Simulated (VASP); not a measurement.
Set up this calculation in VASP 6.6.1, as the native input.

- Task: relaxation of cell and atoms
- Functional: RPBE
- Dispersion: D3(BJ)
- Potentials or basis: VASP PAW PBE potentials, release 64 (As, Ga_d)
- Cutoff: 600 eV
- k mesh: 8 × 8 × 8
- Occupations: fermi-dirac, width 0.05 eV
- Spin: no spin polarisation
- Dipole correction: no
- Further INCAR settings: ALGO = Normal; EDIFF = 1e-06; IBRION = 2; EDIFFG = -0.005; NSW = 80; ISIF = 3

The structure of GaAs lies in POSCAR:

```
GaAs
1.0
    0.0000000000      2.8268500000      2.8268500000
    2.8268500000      0.0000000000      2.8268500000
    2.8268500000      2.8268500000      0.0000000000
As Ga
1 1
Direct
    0.7500000000      0.7500000000      0.7500000000
    0.0000000000      0.0000000000      0.0000000000
```

One way to write it, as run:

INCAR

```
PREC     = Accurate       # precision mode
ENCUT    = 600            # plane-wave cutoff, eV
EDIFF    = 1E-6           # SCF threshold, eV
ISMEAR   = -1             # smearing method
SIGMA    = 0.05           # smearing width, eV
LREAL    = False          # projectors in reciprocal space
LASPH    = True           # aspherical terms in the spheres
NELM     = 80             # most SCF steps
ALGO     = Normal         # electronic algorithm
ISIF     = 3              # what is computed and relaxed
LWAVE    = False          # write WAVECAR
LCHARG   = False          # write CHGCAR
GGA      = RP             # functional
IVDW     = 12             # dispersion correction
IBRION   = 2              # ionic algorithm
NSW      = 80             # ionic steps
EDIFFG   = -0.005         # ionic threshold
```

KPOINTS

```
Automatic mesh
0
Gamma
  8 8 8
```

Potentials or basis: VASP PAW PBE potentials, release 64 (As, Ga_d).

The run is started by

```bash
$ cat potpaw_PBE.64/As/POTCAR potpaw_PBE.64/Ga_d/POTCAR > POTCAR
$ mpirun -np 1 vasp_std > vasp.out
```

It gave:

```yaml
Relaxed_volume: 20.79 Å³/atom
Relaxed_cell: a = 3.889 Å, b = 3.889 Å, c = 3.889 Å, α = 60.00°, β = 60.00°, γ = 60.00°
Space_group_after_relaxing_to_0.05_Å: F-43m (No. 216)
Energy_gained_by_relaxing: 33.8 meV/atom
Ionic_steps: 3
Pressure_after_relaxing: 0.0 GPa
Band_gap_on_the_k_mesh: 1.29 eV, direct
Dispersion_energy_per_atom: -1.517 eV
```

Caveat: the PAW data sets were made with another functional, which shifts forces and pressure a little.

It took 19 s on 1 thread of Intel(R) Xeon(R) 6975P-C (Granite Rapids), on a shared host, peak memory 0.2 GiB.
